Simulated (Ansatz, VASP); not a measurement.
One calculation of Si3Ru, two programs

Contents of INCAR:

```
SYSTEM = Si3Ru
PREC = Accurate
ENCUT = 600
EDIFF = 1E-6
ISMEAR = 0
SIGMA = 0.1
LREAL = .False.
LASPH = .True.
NELM = 100
ALGO = Normal
ISIF = 3
LWAVE = .False.
LCHARG = .False.
GGA = PE
IBRION = 2
NSW = 90
EDIFFG = -0.04
```

KPOINTS

```
Automatic mesh
0
Gamma
  8 8 2
  0 0 0
```

File POSCAR:

```
Si3Ru
1.0
    1.4058792500     -2.2008184000      0.0000000000
    1.4058792500      2.2008184000      0.0000000000
    0.0000000000      0.0000000000      8.8079921800
Si Ru
3 1
Direct
    0.5000000000      0.5000000000      0.7533087700
    0.0000000000      0.0000000000      0.5000000000
    0.5000000000      0.5000000000      0.2466912300
    0.0000000000      0.0000000000      0.0000000000
```

Input for Ansatz:

```yaml
crystal:
  lattice:
    - [1.40587925, -2.2008184, 0.0]
    - [1.40587925, 2.2008184, 0.0]
    - [0.0, 0.0, 8.80799218]
  atoms:
    - { symbol: Si, position: [0.5, 0.5, 0.75330877] }
    - { symbol: Si, position: [0.0, 0.0, 0.5] }
    - { symbol: Si, position: [0.5, 0.5, 0.24669123] }
    - { symbol: Ru, position: [0.0, 0.0, 0.0] }
basis:
  ecutwfc: 420
kpoints:
  mp_grid: { grid: [8, 8, 2] }
hamiltonian:
  xc: pbe
scf:
  occupations: { method: gaussian, width: 0.1 }
  lower_state_search: "off"
output:
  forces: true
  stress: true
  eigenvalues: true
relax:
  adjacent_minimum: "off"
  f_tol: 0.04
  max_steps: 70
  cell: { stress_tol: 0.4 }
```

Change from the starting cell: species swapped into the Cu3Ni type (Cmmm, No. 65).

Alike in both runs: task relaxation of cell and atoms; functional PBE; k mesh 8 × 8 × 2; occupations gaussian, width 0.1 eV; no spin polarisation.

|  | VASP | Ansatz |
| --- | --- | --- |
| version | VASP 6.6.1 | Ansatz 0.2.0 |
| potentials or method | VASP PAW PBE potentials, release 64 (Si, Ru_pv), cutoff 600 eV | scalar-relativistic, plane waves, PAW |
| valence electrons in the cell | 26 | 28 |

VASP gave:

- gap on the k mesh at the Fermi level, each at its own relaxed structure (eV): none
- relaxed volume (Å³/atom): 14.34
- relaxed cell length with the largest relative difference (Å): 7.802

Task: What did Ansatz give for the same quantities?

Result: gap on the k mesh at the Fermi level, each at its own relaxed structure (eV): none; relaxed volume (Å³/atom): 14.14; relaxed cell length with the largest relative difference (Å): 6.923.

A gap of «none» marks a metal or a gap that the smearing closes. VASP's potentials hold 26 valence electrons a cell and Ansatz's 28, so a difference there can come from the potentials and not from the codes.
